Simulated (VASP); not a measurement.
CaO:

```
Ca O
1.0
     0.00000    2.44900    2.44900
     2.44900    0.00000    2.44900
     2.44900    2.44900    0.00000
Ca O
1 1
Direct
  0.00000 0.00000 0.00000
  0.50000 0.50000 0.50000
```

```yaml
Program: VASP 6.6.1
Task: relaxation of cell and atoms
Functional: PBE
Dispersion: D3(BJ)
Potentials_or_basis: VASP PAW PBE potentials, release 64 (Ca_sv, O)
Cutoff: 600 eV
k_mesh: 8 × 8 × 8
Occupations: gaussian, width 0.02 eV
Spin: no spin polarisation
```

At the start: pressure -6.5 GPa; volume 14.69 Å³/atom.

Question: Where does the relaxation end?

Answer: Over 3 steps the energy falls by 20.4 meV/atom and the volume is 13.74 Å³/atom (-6.5 %); space group Fm-3m (No. 225, to 0.05 Å).

Step by step:
```tsv
step	energy change (eV)	largest force (eV/Å)	pressure (GPa)	volume (Å³)
1	0.0000	0.0000	-6.48	29.38
2	-0.0367	0.0000	2.42	26.92
3	-0.0408	0.0000	0.01	27.48
```

Final structure:
```
Ca O
1.0
     0.00000    2.39502    2.39502
     2.39502    0.00000    2.39502
     2.39502    2.39502    0.00000
Ca O
1 1
Direct
  0.00000 0.00000 0.00000
  0.50000 0.50000 0.50000
```
